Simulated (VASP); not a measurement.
Runs of VASP 6.6.1 on Lu. The structure is that of space group Im-3m (No. 229), or close to it. The cells are those of the table. This isn't the form of Lu at room conditions, which is hcp.

| level | spin | cell | k mesh | cutoff (eV) | smearing | dipole correction | tolerance level | purpose | gap on the mesh (eV) | pressure (GPa) |
| --- | --- | --- | --- | --- | --- | --- | --- | --- | --- | --- |
| PBE | off | a = 3.385 Å, angles 109.5°, 1 atom | 12 × 12 × 12 | 400 | methfessel-paxton 0.1 eV | - | tight | restart | none | -0.1 |
| r2SCAN | off | a = 3.385 Å, angles 109.5°, 1 atom | 10 × 10 × 10 | 660 | fermi-dirac 0.05 eV | no | - | - | none | -0.2 |
| LDA | non-collinear, zero start, SOC | a = 3.385 Å, angles 109.5°, 1 atom | 8 × 8 × 8 | 600 | methfessel-paxton 0.025 eV | no | - | - | - | -5.9 |
| PBE | off | a = 3.339 Å, angles 109.5°, 1 atom | 10 × 10 × 10 | 520 | fermi-dirac 0.05 eV | no | - | - | none | (a) |
| revPBE+D3(BJ) | off | a = 3.385 Å, angles 109.5°, 1 atom | 7 × 7 × 7 | 520 | methfessel-paxton 0.05 eV | no | - | - | none | -2.1 |
| r2SCAN | off | a = 3.385 Å, angles 109.5°, 1 atom | 10 × 10 × 10 | 660 | tetrahedron | no | - | - | none | 0.0 |
| PBE | off | a = 3.407 Å, angles 109.5°, 1 atom | 10 × 10 × 10 | 520 | fermi-dirac 0.05 eV | no | - | - | none | -0.9 |
| PBE+D3(BJ) | off | a = 3.385 Å, angles 109.5°, 1 atom | 10 × 10 × 10 | 520 | tetrahedron | no | - | - | none | -2.1 |
| PBEsol | off | a = 3.402 Å, angles 109.9, 109.9, 108.7°, 1 atom | 19 × 19 × 19 | 680 | methfessel-paxton 0.05 eV | - | standard | stress | none | (b) |

Alike in all rows: potentials or basis VASP PAW PBE potentials, release 64 (Lu).

Problem. Fill in the values left out.

Solution. (a) 1.5; (b) -3.2.

Caveats: spin-orbit coupling is left out, which moves the levels of the heavy elements (at least some runs); the PAW data sets were made with another functional, which shifts forces and pressure a little (at least some runs); the cell stands under tension (at least some runs); tetrahedron occupations give inexact forces and stress in metals (at least some runs).

A k mesh can miss the band edges, and rows without SOC leave out spin-orbit coupling on Lu.

A gap of «none» marks levels without a gap at the run's occupations.
